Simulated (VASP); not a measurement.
# ZnAs2C (P-4m2) in VASP: single point with PBE

Aim: the single point of ZnAs2C with PBE.

Program: VASP 6.6.1. These are calculated values, not measurements. Logs are shortened: lines on timing, memory, paths and dates and some standing lists are left out, and cuts for length are marked.

**1. The cell of the first run**

Symmetry: P-4m2, No. 115, tetragonal system. Conventional cell: a = 3.511 Å, b = 3.511 Å, c = 5.534 Å, α = 90.00°, β = 90.00°, γ = 90.00°. Within 3.2 Å of Zn (site symmetry -4m2) lie 4 As at 2.40 Å. Within 2.8 Å of As (site symmetry 2mm) lie 2 C at 2.09 Å and 2 Zn at 2.40 Å. Within 2.8 Å of C (site symmetry -4m2) lie 4 As at 2.09 Å.

**2. Single point, PBE**

Contents of INCAR:

```
SYSTEM = ZnAs2C
  PREC = Accurate
  ENCUT = 600
  EDIFF = 1E-6
  ISMEAR = -1
  SIGMA = 0.02
  LREAL = .False.
  LASPH = .True.
  NELM = 120
  ALGO = Normal
  ISIF = 2
  LWAVE = .False.
  LCHARG = .True.
  GGA = PE
  LELF = .True.
  LVHAR = .True.
  NBANDS = 21
  GGA_COMPAT = .False.
```

Contents of KPOINTS:

```
Automatic mesh
0
Gamma
  6 6 4
  0 0 0
```

Contents of POSCAR:

```
ZnAs2C
1.0
    3.5114676356      0.0000000000      0.0000000000
    0.0000000000      3.5114676356      0.0000000000
    0.0000000000      0.0000000000      5.5342151136
Zn As C
1 2 1
Direct
    0.0000000000      0.0000000000      0.0000000000
    0.0000000000      0.5000000000      0.2956720436
    0.5000000000      0.0000000000      0.7043279564
    0.5000000000      0.5000000000      0.5000000000
```

Potentials or basis: VASP PAW PBE potentials, release 64 (Zn, As, C).

Run with:

```sh
cat potpaw_PBE.64/Zn/POTCAR potpaw_PBE.64/As/POTCAR potpaw_PBE.64/C/POTCAR > POTCAR
mpirun -np 1 vasp_std > vasp.out
```

OUTCAR:

```text
SYSTEM = ZnAs2C
   PREC = Accurate
   ENCUT = 600
   EDIFF = 1E-6
   ISMEAR = -1
   LREAL = .False.
   LASPH = .True.
   NELM = 120
   ISIF = 2
   GGA = PE

 ion  position               nearest neighbor table
   1  0.000  0.000  0.000-   2 2.40   3 2.40   2 2.40   3 2.40
   2  0.000  0.500  0.296-   4 2.09   4 2.09   1 2.40   1 2.40
   3  0.500  0.000  0.704-   4 2.09   4 2.09   1 2.40   1 2.40
   4  0.500  0.500  0.500-   2 2.09   3 2.09   3 2.09   2 2.09

  LATTYP: Found a simple tetragonal cell.
 ALAT       =     3.5114676356
 C/A-ratio  =     1.5760404731

  Lattice vectors:

 A1 = (   3.5114676356,   0.0000000000,   0.0000000000)
 A2 = (   0.0000000000,   3.5114676356,   0.0000000000)
 A3 = (   0.0000000000,   0.0000000000,   5.5342151136)

Analysis of symmetry for initial positions (statically):
=====================================================================
 Subroutine PRICEL returns:
 Original cell was already a primitive cell.

 Routine SETGRP: Setting up the symmetry group for a
 simple tetragonal supercell.

 Subroutine GETGRP returns: Found  8 space group operations
 (whereof  8 operations were pure point group operations)
 out of a pool of 16 trial point group operations.

The static configuration has the point symmetry D_2d.

Analysis of symmetry for dynamics (positions and initial velocities):
=====================================================================
 Subroutine PRICEL returns:
 Original cell was already a primitive cell.

 Routine SETGRP: Setting up the symmetry group for a
 simple tetragonal supercell.

 Subroutine GETGRP returns: Found  8 space group operations
 (whereof  8 operations were pure point group operations)
 out of a pool of 16 trial point group operations.

The dynamic configuration has the point symmetry D_2d.

 Subroutine INISYM returns: Found  8 space group operations
 (whereof  8 operations are pure point group operations),
 and found     1 'primitive' translations

----------------------------------------------------------------------------------------

                                     Primitive cell

  volume of cell :      68.2391

  direct lattice vectors                    reciprocal lattice vectors
     3.511467636  0.000000000  0.000000000     0.284781209  0.000000000  0.000000000
     0.000000000  3.511467636  0.000000000     0.000000000  0.284781209  0.000000000
     0.000000000  0.000000000  5.534215114     0.000000000  0.000000000  0.180694097

  length of vectors
     3.511467636  3.511467636  5.534215114     0.284781209  0.284781209  0.180694097

  position of ions in fractional coordinates (direct lattice)
     0.000000000  0.000000000  0.000000000
     0.000000000  0.500000000  0.295672044
     0.500000000  0.000000000  0.704327956
     0.500000000  0.500000000  0.500000000

  ion indices of the primitive-cell ions
   primitive index   ion index
                 1           1
                 2           2
                 3           3
                 4           4

----------------------------------------------------------------------------------------

 KPOINTS: Automatic mesh

Automatic generation of k-mesh.
 Grid dimensions read from file:
 generate k-points for:    6    6    4

 Generating k-lattice:

  Cartesian coordinates                     Fractional coordinates (reciprocal lattice)
     0.047463535  0.000000000  0.000000000     0.166666667  0.000000000  0.000000000
     0.000000000  0.047463535  0.000000000     0.000000000  0.166666667  0.000000000
     0.000000000  0.000000000  0.045173524     0.000000000  0.000000000  0.250000000

  Length of vectors
     0.047463535  0.047463535  0.045173524

  Shift w.r.t. Gamma in fractional coordinates (k-lattice)
     0.000000000  0.000000000  0.000000000

 Subroutine IBZKPT returns following result:
 ===========================================

 Found     30 irreducible k-points:

 Following reciprocal coordinates:
            Coordinates               Weight
  0.000000  0.000000  0.000000      1.000000
  0.166667  0.000000  0.000000      4.000000
  0.333333  0.000000  0.000000      4.000000
  0.500000  0.000000  0.000000      2.000000
  0.166667  0.166667  0.000000      4.000000
  0.333333  0.166667  0.000000      8.000000
[... 16 lines left out ...]
  0.333333  0.000000  0.500000      4.000000
  0.500000  0.000000  0.500000      2.000000
 [... further k-points ...]
   k-points           NKPTS =     30   k-points in BZ     NKDIM =     30   number of bands    NBANDS=     21
   number of dos      NEDOS =    301   number of ions     NIONS =      4
   total plane-waves  NPLWV =  37632
   dimension x,y,z NGX =    28 NGY =   28 NGZ =   48
   dimension x,y,z NGXF=    56 NGYF=   56 NGZF=   96
   ions per type =               1   2   1
   NGX,Y,Z   is equivalent  to a cutoff of  13.26, 13.26, 14.42 a.u.
   NGXF,Y,Z  is equivalent  to a cutoff of  26.51, 26.51, 28.84 a.u.
 SYSTEM =  ZnAs2C
   PREC   = accura    normal or accurate (medium, high low for compatibility)
   ISTART =      0    job   : 0-new  1-cont  2-samecut
   ICHARG =      2    charge: 1-file 2-atom 10-const
   ISPIN  =      1    spin polarized calculation?
   LNONCOLLINEAR =      F non collinear calculations
   LSORBIT =      F    spin-orbit coupling
   LASPH  =      T    aspherical Exc in radial PAW
   ENCUT  =  600.0 eV  44.10 Ry    6.64 a.u.   7.01  7.01 11.05*2*pi/ulx,y,z
   NELM   =    120;   NELMIN=  2; NELMDL= -5     # of ELM steps
   EDIFF  = 0.1E-05   stopping-criterion for ELM
   LREAL  =      F    real-space projection
   EDIFFG = 0.1E-04   stopping-criterion for IOM
   NSW    =      0    number of steps for IOM
   IBRION =     -1    ionic relax: 0-MD 1-quasi-New 2-CG
   NFREE  =      0    steps in history (QN), initial steepest desc. (CG)
   ISIF   =      2    stress and relaxation
   ISYM   =      2    0-nonsym 1-usesym 2-fastsym
   POTIM  = 0.5000    time-step for ionic-motion
   TEBEG  =    0.0;   TEEND  =   0.0 temperature during run
   PSTRESS=    0.0 pullay stress
   NELECT =      26.0000    total number of electrons
   NUPDOWN=      -1.0000    fix difference up-down
   EMIN   =  10.00;   EMAX   =-10.00  energy-range for DOS
   EFERMI =   0.00;   METHOD = LEGACY
   ISMEAR =    -1;   SIGMA  =   0.02  broadening in eV -4-tet -1-fermi 0-gaus
   EFERMI_NEDOS =   21; number of points for ismear=-14 and -15
   IALGO  =     38    algorithm
   IMIX   =      4    mixing-type and parameters
     AMIX     =   0.40;   BMIX     =  1.00
     AMIX_MAG =   1.60;   BMIX_MAG =  1.00
  volume/ion in A,a.u.               =      17.06       115.13
  Fermi-wavevector in a.u.,A,eV,Ry     =   1.186829  2.242782 19.164665  1.408563
  Thomas-Fermi vector in A             =   2.322993
   LORBIT       =      0    0 simple, 1 ext, 2 COOP (PROOUT), +10 PAW based schemes
   GGA     = PE    functional components
   LHFCALC =     F    Hartree Fock is set to
   AEXX    =    0.0000 exact exchange contribution
   IVDW    =     0    specifies the selected vdW correction
   LEPSILON=     F    determine dielectric tensor
   LRPA    =     F    only Hartree local field effects (RPA)
 non-spin polarized calculation
  energy-cutoff  :      600.00
  volume of cell :       68.24
 maximum number of plane-waves:      2300
   NGX = 15   NGY = 15   NGZ = 23

 number of electron      26.0000019 magnetization

 Free energy of the ion-electron system (eV)
  ---------------------------------------------------
  ext. energy  EPLUGINS =         0.00000000
  ---------------------------------------------------
  free energy    TOTEN  =       -17.08682669 eV

  energy without entropy =      -17.08491983  energy(sigma->0) =      -17.08587326

 E-fermi :   5.0269     XC(G=0): -10.2382

 val. band max:        5.0210873859   @ k =   0.0000   0.0000   0.0000
 cond. band min:       5.0363078630   @ k =   0.0000   0.0000   0.2500
 fundamental gap:      0.0152204771
 Fermi energy:         5.0268595143

 k-point     1 :       0.0000    0.0000    0.0000
  band No.  band energies     occupation
      1     -10.8313      2.00000
      2      -6.8487      2.00000
      3      -4.0925      2.00000
      4      -2.9938      2.00000
      5      -2.9938      2.00000
      6      -2.9899      2.00000
[... 13 lines left out ...]
     20      12.8452      0.00000
     21      14.6121      0.00000

 k-point     2 :       0.1667    0.0000    0.0000
  band No.  band energies     occupation
      1     -10.5783      2.00000
      2      -6.8116      2.00000
      3      -4.1207      2.00000
      4      -3.0216      2.00000
      5      -2.9875      2.00000
      6      -2.9188      2.00000
[... 13 lines left out ...]
     20      13.5762      0.00000
     21      13.9412      0.00000

 k-point     3 :       0.3333    0.0000    0.0000
  band No.  band energies     occupation
      1      -9.8902      2.00000
      2      -7.0402      2.00000
      3      -4.4481      2.00000
      4      -3.1155      2.00000
      5      -2.9750      2.00000
      6      -2.8461      2.00000
[... 13 lines left out ...]
     20      13.2135      0.00000
     21      13.2455      0.00000
[... 457 lines left out ...]
 k-point    23 :       0.3333    0.0000    0.5000
  band No.  band energies     occupation
      1      -9.7559      2.00000
      2      -7.3432      2.00000
      3      -4.2456      2.00000
      4      -3.1342      2.00000
      5      -3.0009      2.00000
      6      -2.9869      2.00000
[... 13 lines left out ...]
     20      11.8889      0.00000
     21      13.5572      0.00000

 k-point    24 :       0.5000    0.0000    0.5000
  band No.  band energies     occupation
      1      -9.2588      2.00000
      2      -7.4249      2.00000
      3      -4.6465      2.00000
      4      -3.1199      2.00000
      5      -2.9739      2.00000
      6      -2.9697      2.00000
[... 13 lines left out ...]
     20      12.6262      0.00000
     21      13.5552      0.00000

 [... further k-points ...]

------------------------ aborting loop because EDIFF is reached ----------------------------------------

  FORCE on cell =-STRESS in cart. coord.  units (eV):
  Direction    XX          YY          ZZ          XY          YZ          ZX
  --------------------------------------------------------------------------------------
  -------------------------------------------------------------------------------------
  Total        1.1692075      1.1692075      1.4894211      0.0000000      0.0000000     -0.0000000
  in kB       27.4516714     27.4516714     34.9699247      0.0000000      0.0000000     -0.0000000
  external PRESSURE =      29.9577558 kB  Pullay stress =       0.0000000 kB

 VOLUME and BASIS-vectors are now :
 -----------------------------------------------------------------------------
  energy-cutoff  :      600.00
  volume of cell :       68.24
      direct lattice vectors                 reciprocal lattice vectors
     3.511467636  0.000000000  0.000000000     0.284781209  0.000000000  0.000000000
     0.000000000  3.511467636  0.000000000     0.000000000  0.284781209  0.000000000
     0.000000000  0.000000000  5.534215114     0.000000000  0.000000000  0.180694097

 POSITION                                       TOTAL-FORCE (eV/Angst)
 -----------------------------------------------------------------------------------
      0.00000      0.00000      0.00000         0.000000      0.000000      0.000000
      0.00000      1.75573      1.63631         0.000000      0.000000      0.214334
      1.75573      0.00000      3.89790         0.000000      0.000000     -0.214334
      1.75573      1.75573      2.76711         0.000000     -0.000000      0.000000
 -----------------------------------------------------------------------------------
    total drift:                               -0.000000      0.000000     -0.000000

  FREE ENERGIE OF THE ION-ELECTRON SYSTEM (eV)
  ---------------------------------------------------
  free  energy   TOTEN  =       -17.0868266895 eV

  energy  without entropy=      -17.0849198335  energy(sigma->0) =      -17.08587326
```

Wall time 84 s (1 thread of AMD EPYC 7R13, shared host); peak memory 0.19 GiB.

Results:

| Property | Result |
| --- | --- |
| Free energy | -17.0868 eV |
| Pressure | 3.0 GPa |
| Largest force | 0.214 eV/Å |
| Band gap on the k mesh | zero (bands 13 and 14 overlap by 0.28 eV) |

Forces in eV/Å, atoms in the order of the input:
```
Zn   0.000  0.000  0.000
As   0.000  0.000  0.214
As   0.000  0.000 -0.214
C    0.000  0.000  0.000
```

Caveat: semilocal functionals underestimate gaps, and a narrow one can read as zero.
